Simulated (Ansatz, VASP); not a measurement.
C in VASP and in Ansatz

Contents of INCAR:

```
SYSTEM = C
PREC = Accurate
ENCUT = 520
EDIFF = 1E-6
ISMEAR = 0
SIGMA = 0.1
LREAL = .False.
LASPH = .True.
NELM = 60
ALGO = Normal
ISIF = 2
LWAVE = .False.
LCHARG = .False.
GGA = PE
NBANDS = 21
```

File KPOINTS:

```
regular mesh
0
Gamma
  6 6 6
  0 0 0
```

POSCAR

```
C
1.0
    3.4984571700      0.0000000000      0.0000000000
   -1.7492285900      3.0297527800      0.0000000000
    0.0000000000      0.0000000000      3.3120840700
C
6
Direct
    0.2340405300      0.4680810500      0.2500000000
    0.5319189500      0.7659594700      0.5833333300
    0.2340405300      0.7659594700      0.9166666700
    0.7659594700      0.5319189500      0.7500000000
    0.4680810500      0.2340405300      0.0833333300
    0.7659594700      0.2340405300      0.4166666700
```

Input for Ansatz:

```yaml
crystal:
  lattice:
    - [3.49845717, 0.0, 0.0]
    - [-1.74922859, 3.02975278, 0.0]
    - [0.0, 0.0, 3.31208407]
  atoms:
    - { symbol: C, position: [0.23404053, 0.46808105, 0.25] }
    - { symbol: C, position: [0.53191895, 0.76595947, 0.58333333] }
    - { symbol: C, position: [0.23404053, 0.76595947, 0.91666667] }
    - { symbol: C, position: [0.76595947, 0.53191895, 0.75] }
    - { symbol: C, position: [0.46808105, 0.23404053, 0.08333333] }
    - { symbol: C, position: [0.76595947, 0.23404053, 0.41666667] }
basis:
  ecutwfc: 420
kpoints:
  mp_grid: { grid: [6, 6, 6] }
hamiltonian:
  xc: pbe
scf:
  occupations: { method: gaussian, width: 0.1 }
  lower_state_search: "off"
output:
  forces: true
  stress: true
  eigenvalues: true
```

Alike in both runs: task single point; functional PBE; k mesh 6 × 6 × 6; occupations gaussian, width 0.1 eV; no spin polarisation.

|  | VASP | Ansatz |
| --- | --- | --- |
| version | VASP 6.6.1 | Ansatz 0.2.0 |
| potentials or method | VASP PAW PBE potentials, release 64 (C), cutoff 520 eV | scalar-relativistic, plane waves, PAW |
| valence electrons in the cell | 24 | 24 |

```csv
,VASP,Ansatz,Ansatz less VASP
gap on the k mesh at the Fermi level (eV),4.12,4.14,+0.019
least direct gap on the mesh (eV),4.99,5.01,+0.021
rms of the force components (eV/Å),0.404,0.391,-0.0121
```

Atom by atom the forces differ by 0.012 eV/Å (rms over components). The functional is the same, so the differences come from potentials, cutoffs and numerics.
